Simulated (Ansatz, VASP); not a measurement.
## Zr2Cl in VASP and in Ansatz

INCAR

```
PREC = Accurate ; ENCUT = 520
EDIFF = 1E-6 ; ISMEAR = 0
SIGMA = 0.1 ; LREAL = F
LASPH = T ; NELM = 100
ALGO = Normal ; ISIF = 2
LWAVE = F ; LCHARG = F
GGA = PE ; NBANDS = 22
```

File KPOINTS:

```
regular mesh
0
Gamma
  4 4 6
```

The input POSCAR:

```
Zr2Cl
1.0
    4.5584088200      0.0000000000      0.0000000000
    0.0000000000      4.5584088200      0.0000000000
    0.0000000000      0.0000000000      3.6844889300
Zr Cl
2 1
Direct
    0.0000000000      0.5000000000      0.5000000000
    0.5000000000      0.0000000000      0.5000000000
    0.5000000000      0.5000000000      0.0000000000
```

Input for Ansatz:

```yaml
crystal:
  lattice:
    - [4.55840882, 0.0, 0.0]
    - [0.0, 4.55840882, 0.0]
    - [0.0, 0.0, 3.68448893]
  atoms:
    - { symbol: Zr, position: [0.0, 0.5, 0.5] }
    - { symbol: Zr, position: [0.5, 0.0, 0.5] }
    - { symbol: Cl, position: [0.5, 0.5, 0.0] }
basis:
  ecutwfc: 420
kpoints:
  mp_grid: { grid: [4, 4, 6] }
hamiltonian:
  xc: pbe
scf:
  occupations: { method: gaussian, width: 0.1 }
  lower_state_search: "off"
output:
  forces: true
  stress: true
  eigenvalues: true
```

Alike in both runs: task single point; functional PBE; k mesh 4 × 4 × 6; occupations gaussian, width 0.1 eV; no spin polarisation.

|  | VASP | Ansatz |
| --- | --- | --- |
| version | VASP 6.6.1 | Ansatz 0.2.0 |
| potentials or method | VASP PAW PBE potentials, release 64 (Zr_sv, Cl), cutoff 520 eV | scalar-relativistic, plane waves, PAW |
| valence electrons in the cell | 31 | 31 |

|  | VASP | Ansatz | Ansatz less VASP |
| --- | --- | --- | --- |
| gap on the k mesh at the Fermi level (eV) | none | none | - |
| pressure (GPa) | -8.9 | -9.0 | -0.11 |
| traceless stress, the component that is largest in VASP (GPa) | -4.79 | -4.81 | -0.014 |

A gap of «none» marks a metal or a gap that the smearing closes.
